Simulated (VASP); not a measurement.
Crystal: AlO2.

```
Al O
1.0
     2.14259    0.00000    0.00000
     0.00000    4.07141    0.00000
     0.00000    0.00000    4.64143
Al O
1 2
Direct
  0.50000 0.00000 0.50000
  0.50000 0.00000 0.83765
  0.50000 0.00000 0.16235
```

- Program: VASP 6.6.1
- Task: relaxation of cell and atoms
- Functional: PBE
- Potentials or basis: VASP PAW PBE potentials, release 64 (Al, O)
- Cutoff: 600 eV
- k mesh: 8 × 4 × 4
- Occupations: gaussian, width 0.1 eV
- Spin: no spin polarisation

At the start: pressure 51.4 GPa; volume 13.50 Å³/atom.

Task: How do energy, volume and symmetry change on relaxing?

Result: Over 27 steps the energy falls by 1168.1 meV/atom and the volume is 14.53 Å³/atom (+7.6 %); space group Pmmm (No. 47, to 0.05 Å).

The path:
```
step  energy change (eV)  largest force (eV/Å)  pressure (GPa)  volume (Å³)
   1              0.0000                6.1062           51.40        40.49
   2             -1.1689               11.2712            0.10        69.66
   3             -3.0453                1.0911           -0.25        53.38
   4             -3.0499                0.9293            0.10        53.03
   5             -3.0519                0.7818            0.47        52.70
   6             -3.1736                0.0854           -1.94        53.31
   7             -3.3518                0.8764           -2.99        54.65
   8             -3.3348                1.3200            2.04        53.64
   9             -3.3797                0.9974           -1.04        54.20
  10             -3.4086                0.0379           -1.16        53.72
  11             -3.4086                0.0770           -1.14        53.71
  12             -3.4135                0.0859           -0.81        53.18
  13             -3.4192                0.0944            0.34        51.63
  14             -3.4236                0.0327           -0.08        51.30
  15             -3.4289                0.2662           -0.76        50.62
  16             -3.4276                0.6944           -1.99        49.26
  17             -3.4302                0.4176           -1.19        50.16
  18             -3.4319                0.4129           -1.23        50.03
  19             -3.4371                0.4056           -1.29        49.63
  20             -3.4476                0.4071           -1.41        48.84
  21             -3.4679                0.4266           -1.68        47.25
  22             -3.4941                0.4414           -1.63        44.03
  23             -3.5033                0.0962           -0.22        43.66
  24             -3.5033                0.1251           -0.13        43.64
  25             -3.5040                0.0510            0.06        43.59
  26             -3.5042                0.0295            0.28        43.54
  27             -3.5044                0.0314            0.14        43.58
```

Final structure:
```cif
data_structure
_symmetry_space_group_name_H-M 'P 1'
_symmetry_Int_Tables_number 1
_cell_length_a 2.8408
_cell_length_b 3.2121
_cell_length_c 4.7760
_cell_angle_alpha 90.000
_cell_angle_beta 90.000
_cell_angle_gamma 90.000
_cell_volume 43.58
loop_
_atom_site_label
_atom_site_type_symbol
_atom_site_fract_x
_atom_site_fract_y
_atom_site_fract_z
_atom_site_occupancy
Al1 Al 0.50000 0.00000 0.50000 1
O1 O 0.50000 0.00000 0.85692 1
O2 O 0.50000 0.00000 0.14308 1
```

Caveat: the k points lie up to 0.49 Å⁻¹ apart in the final cell; an odd number of electrons without spin polarisation forces a metal; a magnetic or distorted state may lie lower.
